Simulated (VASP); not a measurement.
# Cu in VASP: notebook

The runs below take Cu through single point, with PBEsol.

Program: VASP 6.6.1. These are calculated values, not measurements. Logs are shortened: lines on timing, memory, paths and dates and some standing lists are left out, and cuts for length are marked.

## Step 1: The cell of the first run

It takes space group R-3m (No. 166, trigonal). The conventional cell has a = 3.995 Å, b = 3.995 Å, c = 2.470 Å, α = 90.00°, β = 90.00°, γ = 120.00°. Cu (site symmetry -3m) has 14 Cu at 2.45 to 2.83 Å within 3.2 Å.

This isn't the form of Cu at room conditions, which is fcc.

## Step 2: Single point, PBEsol

File INCAR:

```
  PREC = Accurate
  ENCUT = 600
  EDIFF = 1E-6
  ISMEAR = 0
  SIGMA = 0.1
  LREAL = F
  LASPH = T
  NELM = 120
  ALGO = Normal
  ISIF = 2
  LWAVE = F
  LCHARG = F
  GGA = PS
  NBANDS = 24
  GGA_COMPAT = F
```

File KPOINTS:

```
regular mesh
0
Gamma
  6 6 6
```

File POSCAR:

```
Cu
1.0
    3.9945654849      0.0000000000      0.0000000000
   -1.9972827425      3.4593951870      0.0000000000
    0.0000000000      0.0000000000      2.4700815057
Cu
3
Direct
    0.3333319680      0.0000000000      0.3333333333
    0.0000000000      0.3333319680      0.6666666667
    0.6666680320      0.6666680320      0.0000000000
```

Potentials or basis: VASP PAW PBE potentials, release 64 (Cu).

Started as:

```console
> cat potpaw_PBE.64/Cu/POTCAR > POTCAR
> mpirun -np 1 vasp_std > vasp.out
```

OUTCAR:

```text
PREC = Accurate
   ENCUT = 600
   EDIFF = 1E-6
   ISMEAR = 0
   LREAL = F
   LASPH = T
   NELM = 120
   ISIF = 2
   GGA = PS

 ion  position               nearest neighbor table
   1  0.333  0.000  0.333-   3 2.45   2 2.45   3 2.45   3 2.45   2 2.45   2 2.45
   2  0.000  0.333  0.667-   3 2.45   1 2.45   3 2.45   3 2.45   1 2.45   1 2.45
   3  0.667  0.667  0.000-   1 2.45   2 2.45   2 2.45   1 2.45   2 2.45   1 2.45

  LATTYP: Found a hexagonal cell.
 ALAT       =     3.9945654849
 C/A-ratio  =     0.6183604988

  Lattice vectors:

 A1 = (   3.9945654849,   0.0000000000,   0.0000000000)
 A2 = (  -1.9972827425,   3.4593951870,   0.0000000000)
 A3 = (   0.0000000000,   0.0000000000,   2.4700815057)

Analysis of symmetry for initial positions (statically):
=====================================================================
 Subroutine PRICEL returns following result:

  LATTYP: Found a trigonal (rhomboedric) cell.
 ALAT       =     2.4488221827
 COS(alpha) =    -0.3304215065

  Lattice vectors:

 A1 = (  -1.9972827424,  -1.1531128361,  -0.8233605021)
 A2 = (  -0.0000000000,   2.3062540115,  -0.8233605018)
 A3 = (   1.9972827425,  -1.1531411755,  -0.8233605018)

   3 primitive cells build up your supercell.

 Routine SETGRP: Setting up the symmetry group for a
 hexagonal supercell.

 Subroutine GETGRP returns: Found 12 space group operations
 (whereof  2 operations were pure point group operations)
 out of a pool of 24 trial point group operations.

The static configuration has the point symmetry C_2 .
 The point group associated with its full space group is D_3d.

Analysis of symmetry for dynamics (positions and initial velocities):
=====================================================================
 Subroutine PRICEL returns following result:

  LATTYP: Found a trigonal (rhomboedric) cell.
 ALAT       =     2.4488221827
 COS(alpha) =    -0.3304215065

  Lattice vectors:

 A1 = (  -1.9972827424,  -1.1531128361,  -0.8233605021)
 A2 = (  -0.0000000000,   2.3062540115,  -0.8233605018)
 A3 = (   1.9972827425,  -1.1531411755,  -0.8233605018)

   3 primitive cells build up your supercell.

 Routine SETGRP: Setting up the symmetry group for a
 hexagonal supercell.

 Subroutine GETGRP returns: Found 12 space group operations
 (whereof  2 operations were pure point group operations)
 out of a pool of 24 trial point group operations.

The dynamic configuration has the point symmetry C_2 .
 The point group associated with its full space group is D_3d.

 Subroutine INISYM returns: Found 12 space group operations
 (whereof  2 operations are pure point group operations),
 and found     3 'primitive' translations

----------------------------------------------------------------------------------------

                                     Primitive cell

  volume of cell :      11.3778

  direct lattice vectors                    reciprocal lattice vectors
    -1.997282742 -1.153112836 -0.823360502    -0.250341145 -0.144534527 -0.404844940
    -0.000000000  2.306254012 -0.823360502     0.000002051  0.289069055 -0.404844940
     1.997282742 -1.153141175 -0.823360502     0.250339094 -0.144534527 -0.404844940

  length of vectors
     2.448822183  2.448822183  2.448835527     0.497453861  0.497453861  0.497452829

  position of ions in fractional coordinates (direct lattice)
     0.333333333  0.666669397  0.999997269

  ion indices of the primitive-cell ions
   primitive index   ion index
                 1           1

----------------------------------------------------------------------------------------

 KPOINTS: regular mesh

Automatic generation of k-mesh.
 Grid dimensions read from file:
 generate k-points for:    6    6    6

 Generating k-lattice:

  Cartesian coordinates                     Fractional coordinates (reciprocal lattice)
     0.041723353  0.024088989  0.000000000     0.166666667  0.000000000  0.000000000
     0.000000000  0.048177978  0.000000000     0.000000000  0.166666667  0.000000000
     0.000000000  0.000000000  0.067474157     0.000000000  0.000000000  0.166666667

  Length of vectors
     0.048177978  0.048177978  0.067474157

  Shift w.r.t. Gamma in fractional coordinates (k-lattice)
     0.000000000  0.000000000  0.000000000

 Subroutine IBZKPT returns following result:
 ===========================================

 Found     34 irreducible k-points:

 Following reciprocal coordinates:
            Coordinates               Weight
  0.000000  0.000000  0.000000      1.000000
  0.166667  0.000000  0.000000      6.000000
  0.333333 -0.000000  0.000000      6.000000
  0.500000  0.000000  0.000000      3.000000
  0.166667  0.166667  0.000000      6.000000
  0.333333  0.166667  0.000000     12.000000
[... 16 lines left out ...]
  0.500000  0.000000  0.333333      6.000000
  0.166667  0.166667  0.333333     12.000000
 [... further k-points ...]
   k-points           NKPTS =     34   k-points in BZ     NKDIM =     34   number of bands    NBANDS=     24
   number of dos      NEDOS =    301   number of ions     NIONS =      3
   total plane-waves  NPLWV =  20480
   dimension x,y,z NGX =    32 NGY =   32 NGZ =   20
   dimension x,y,z NGXF=    64 NGYF=   64 NGZF=   40
   ions per type =               3
   NGX,Y,Z   is equivalent  to a cutoff of  13.32, 13.32, 13.46 a.u.
   NGXF,Y,Z  is equivalent  to a cutoff of  26.64, 26.64, 26.92 a.u.
 SYSTEM =  unknown system
   PREC   = accura    normal or accurate (medium, high low for compatibility)
   ISTART =      0    job   : 0-new  1-cont  2-samecut
   ICHARG =      2    charge: 1-file 2-atom 10-const
   ISPIN  =      1    spin polarized calculation?
   LNONCOLLINEAR =      F non collinear calculations
   LSORBIT =      F    spin-orbit coupling
   LASPH  =      T    aspherical Exc in radial PAW
   ENCUT  =  600.0 eV  44.10 Ry    6.64 a.u.   7.98  7.98  4.93*2*pi/ulx,y,z
   NELM   =    120;   NELMIN=  2; NELMDL= -5     # of ELM steps
   EDIFF  = 0.1E-05   stopping-criterion for ELM
   LREAL  =      F    real-space projection
   EDIFFG = 0.1E-04   stopping-criterion for IOM
   NSW    =      0    number of steps for IOM
   IBRION =     -1    ionic relax: 0-MD 1-quasi-New 2-CG
   NFREE  =      0    steps in history (QN), initial steepest desc. (CG)
   ISIF   =      2    stress and relaxation
   ISYM   =      2    0-nonsym 1-usesym 2-fastsym
   POTIM  = 0.5000    time-step for ionic-motion
   TEBEG  =    0.0;   TEEND  =   0.0 temperature during run
   PSTRESS=    0.0 pullay stress
   NELECT =      33.0000    total number of electrons
   NUPDOWN=      -1.0000    fix difference up-down
   EMIN   =  10.00;   EMAX   =-10.00  energy-range for DOS
   EFERMI =   0.00;   METHOD = LEGACY
   ISMEAR =     0;   SIGMA  =   0.10  broadening in eV -4-tet -1-fermi 0-gaus
   EFERMI_NEDOS =   21; number of points for ismear=-14 and -15
   IALGO  =     38    algorithm
   IMIX   =      4    mixing-type and parameters
     AMIX     =   0.40;   BMIX     =  1.00
     AMIX_MAG =   1.60;   BMIX_MAG =  1.00
  volume/ion in A,a.u.               =      11.38        76.78
  Fermi-wavevector in a.u.,A,eV,Ry     =   1.618772  3.059036 35.653037  2.620424
  Thomas-Fermi vector in A             =   2.712981
   LORBIT       =      0    0 simple, 1 ext, 2 COOP (PROOUT), +10 PAW based schemes
   GGA     = PS    functional components
   LHFCALC =     F    Hartree Fock is set to
   AEXX    =    0.0000 exact exchange contribution
   IVDW    =     0    specifies the selected vdW correction
   LEPSILON=     F    determine dielectric tensor
   LRPA    =     F    only Hartree local field effects (RPA)
 non-spin polarized calculation
 Gauss-broadening in eV      SIGMA  =   0.10
  energy-cutoff  :      600.00
  volume of cell :       34.13
 maximum number of plane-waves:      1154
   NGX = 15   NGY = 15   NGZ =  9

 number of electron      33.0000000 magnetization

 Free energy of the ion-electron system (eV)
  ---------------------------------------------------
  ext. energy  EPLUGINS =         0.00000000
  ---------------------------------------------------
  free energy    TOTEN  =       -12.71844948 eV

  energy without entropy =      -12.70661964  energy(sigma->0) =      -12.71253456

 E-fermi :   7.9633     XC(G=0): -13.1296

 val. band max:        7.9273128020   @ k =   0.1667   0.0000   0.5000
 cond. band min:       7.9890997745   @ k =   0.3333   0.1667   0.5000
 fundamental gap:      0.0617869725
 Fermi energy:         7.9632556075

 k-point     1 :       0.0000    0.0000    0.0000
  band No.  band energies     occupation
      1      -1.8014      2.00000
      2       3.6477      2.00000
      3       3.6477      2.00000
      4       4.1021      2.00000
      5       4.1022      2.00000
      6       4.1022      2.00000
[... 16 lines left out ...]
     23      24.6910      0.00000
     24      24.6911      0.00000

 k-point     2 :       0.1667    0.0000    0.0000
  band No.  band energies     occupation
      1      -1.4340      2.00000
      2       3.3196      2.00000
      3       3.4501      2.00000
      4       3.9439      2.00000
      5       3.9674      2.00000
      6       4.3452      2.00000
[... 16 lines left out ...]
     23      24.8743      0.00000
     24      24.9582      0.00000

 k-point     3 :       0.3333   -0.0000    0.0000
  band No.  band energies     occupation
      1      -0.3742      2.00000
      2       2.7260      2.00000
      3       2.8188      2.00000
      4       3.9276      2.00000
      5       4.0372      2.00000
      6       4.3000      2.00000
[... 16 lines left out ...]
     23      25.2378      0.00000
     24      25.8946      0.00000
[... 514 lines left out ...]
 k-point    23 :       0.5000    0.0000    0.3333
  band No.  band energies     occupation
      1       2.5013      2.00000
      2       2.8408      2.00000
      3       3.7480      2.00000
      4       3.9295      2.00000
      5       4.0073      2.00000
      6       4.0756      2.00000
[... 16 lines left out ...]
     23      20.7186      0.00000
     24      24.2853      0.00000

 k-point    24 :       0.1667    0.1667    0.3333
  band No.  band energies     occupation
      1       1.6307      2.00000
      2       3.3731      2.00000
      3       3.3983      2.00000
      4       3.5646      2.00000
      5       3.8916      2.00000
      6       4.2078      2.00000
[... 16 lines left out ...]
     23      19.0927      0.00000
     24      22.8557      0.00000

 [... further k-points ...]

------------------------ aborting loop because EDIFF is reached ----------------------------------------

  FORCE on cell =-STRESS in cart. coord.  units (eV):
  Direction    XX          YY          ZZ          XY          YZ          ZX
  --------------------------------------------------------------------------------------
  -------------------------------------------------------------------------------------
  Total        0.1584863      0.1584863      0.1622564     -0.0000000     -0.0000000      0.0000000
  in kB        7.4391136      7.4391136      7.6160807     -0.0000000     -0.0000000      0.0000000
  external PRESSURE =       7.4981026 kB  Pullay stress =       0.0000000 kB

 VOLUME and BASIS-vectors are now :
 -----------------------------------------------------------------------------
  energy-cutoff  :      600.00
  volume of cell :       34.13
      direct lattice vectors                 reciprocal lattice vectors
     3.994565485  0.000000000  0.000000000     0.250340119  0.144533935  0.000000000
    -1.997282742  3.459395187  0.000000000     0.000000000  0.289067871  0.000000000
     0.000000000  0.000000000  2.470081506     0.000000000  0.000000000  0.404844940

 POSITION                                       TOTAL-FORCE (eV/Angst)
 -----------------------------------------------------------------------------------
      1.33152      0.00000      0.82336         0.000000      0.000000     -0.000000
     -0.66576      1.15313      1.64672        -0.000000     -0.000000      0.000000
      1.33152      2.30627      0.00000         0.000000     -0.000000     -0.000000
 -----------------------------------------------------------------------------------
    total drift:                                0.000736      0.001596      0.000031

  FREE ENERGIE OF THE ION-ELECTRON SYSTEM (eV)
  ---------------------------------------------------
  free  energy   TOTEN  =       -12.7184494791 eV

  energy  without entropy=      -12.7066196402  energy(sigma->0) =      -12.71253456
```

Wall time 16 s (1 thread of Intel Xeon Platinum 8375C at 2.90GHz (Ice Lake), shared host); peak memory 0.16 GiB.

Results:

```yaml
Free_energy: -12.7184 eV
Pressure: 0.7 GPa
Band_gap_on_the_k_mesh: zero (an odd number of electrons rules out a gap without spin polarisation)
```

Caveat: the k points lie up to 0.42 Å⁻¹ apart, too coarse for converged energies and pressures of a metal; the PAW data sets were made with another functional, which shifts forces and pressure a little.

## Step 3: Single point, PBEsol

This run uses another cell than the first one: it holds 1 atom, not 3.

File INCAR:

```
PREC     = Accurate       # precision mode
ENCUT    = 600            # plane-wave cutoff, eV
EDIFF    = 1E-6           # SCF threshold, eV
ISMEAR   = 0              # smearing method
SIGMA    = 0.1            # smearing width, eV
LREAL    = F              # projectors in reciprocal space
LASPH    = T              # aspherical terms in the spheres
NELM     = 120            # most SCF steps
ALGO     = Normal         # electronic algorithm
ISIF     = 2              # what is computed and relaxed
LWAVE    = F              # write WAVECAR
LCHARG   = F              # write CHGCAR
GGA      = PS             # functional
NBANDS   = 12             # bands
GGA_COMPAT= F
```

File KPOINTS:

```
regular mesh
0
Gamma
  8 8 8
```

File POSCAR:

```
Cu
1.0
   -1.4165227140      1.4165227140      1.4165227140
    1.4165227140     -1.4165227140      1.4165227140
    1.4165227140      1.4165227140     -1.4165227140
Cu
1
Direct
    0.0000000000      0.0000000000      0.0000000000
```

Potentials or basis: VASP PAW PBE potentials, release 64 (Cu).

Started as:

```console
> cat potpaw_PBE.64/Cu/POTCAR > POTCAR
> mpirun -np 1 vasp_std > vasp.out
```

Run time: 4.1 s. Hardware: 1 thread of Intel Xeon Platinum 8488C (Sapphire Rapids), shared host; peak memory 0.12 GiB.

It converged, with:

- Free energy: -4.2346 eV
- Pressure: 0.7 GPa
- Band gap on the k mesh: zero (an odd number of electrons rules out a gap without spin polarisation)

Levels at points of the mesh, in eV from the Fermi level:
| k point | band 4 | band 5 | band 6 | band 7 | band 8 | band 9 |
| --- | --- | --- | --- | --- | --- | --- |
| (0.00, 0.00, 0.00) | -3.30 | -2.22 | -2.22 | 25.36 | 25.36 | 25.36 |
| (0.50, 0.00, 0.00) | -2.10 | -1.45 | -0.78 | 4.47 | 17.73 | 17.91 |
| (0.50, 0.50, 0.50) | -1.63 | -1.63 | 8.26 | 8.26 | 8.26 | 13.81 |

Caveat: the k points lie up to 0.39 Å⁻¹ apart, too coarse for converged energies and pressures of a metal; the PAW data sets were made with another functional, which shifts forces and pressure a little.
